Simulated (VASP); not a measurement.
Here is a VASP 6.6.1 calculation.

File POSCAR:

```
Pt3Br
1.0
    4.0803600000      0.0000000000      0.0000000000
    0.0000000000      4.0803600000      0.0000000000
    0.0000000000      0.0000000000      4.0803600000
Br Pt
1 3
Direct
    0.0000000000      0.0000000000      0.0000000000
    0.0000000000      0.5000000000      0.5000000000
    0.5000000000      0.0000000000      0.5000000000
    0.5000000000      0.5000000000      0.0000000000
```

INCAR.step1

```
SYSTEM = Pt3Br
PREC = Accurate
ENCUT = 550
ISMEAR = -1
SIGMA = 0.1
LREAL = .FALSE.
LASPH = .TRUE.
NELM = 120
NBANDS = 26
GGA = PE
ALGO = Normal
EDIFF = 1E-5
LWAVE = .TRUE.
LCHARG = .FALSE.
GGA_COMPAT = .FALSE.
```

Contents of INCAR.step2:

```
SYSTEM = Pt3Br
PREC = Accurate
ENCUT = 550
EDIFF = 1E-6
ISMEAR = -1
SIGMA = 0.1
LREAL = .FALSE.
LASPH = .TRUE.
NELM = 120
ALGO = Normal
ISIF = 2
LWAVE = .FALSE.
LCHARG = .FALSE.
METAGGA = R2SCAN
LMIXTAU = .TRUE.
NBANDS = 26
ISTART = 1
GGA_COMPAT = .FALSE.
```

KPOINTS

```
Automatic mesh
0
G
  5 5 5
  0 0 0
```

Potentials or basis: VASP PAW PBE potentials, release 64 (Br, Pt).

Launch:

```console
$ cat potpaw_PBE.64/Br/POTCAR potpaw_PBE.64/Pt/POTCAR > POTCAR
$ cp INCAR.step1 INCAR
$ mpirun -np 1 vasp_std > vasp.out
$ cp INCAR.step2 INCAR
$ mpirun -np 1 vasp_std > vasp.out
```

Question: What does it give for the band gap on the k mesh?

Answer: Zero (an odd number of electrons rules out a gap without spin polarisation).

Question: What does it give for the pressure?

Answer: -1.0 GPa.

Caveat: the PAW data sets were made with another functional, which shifts forces and pressure a little; spin-orbit coupling is left out, which moves the levels of the heavy elements; an odd number of electrons without spin polarisation forces a metal; a magnetic or distorted state may lie lower.
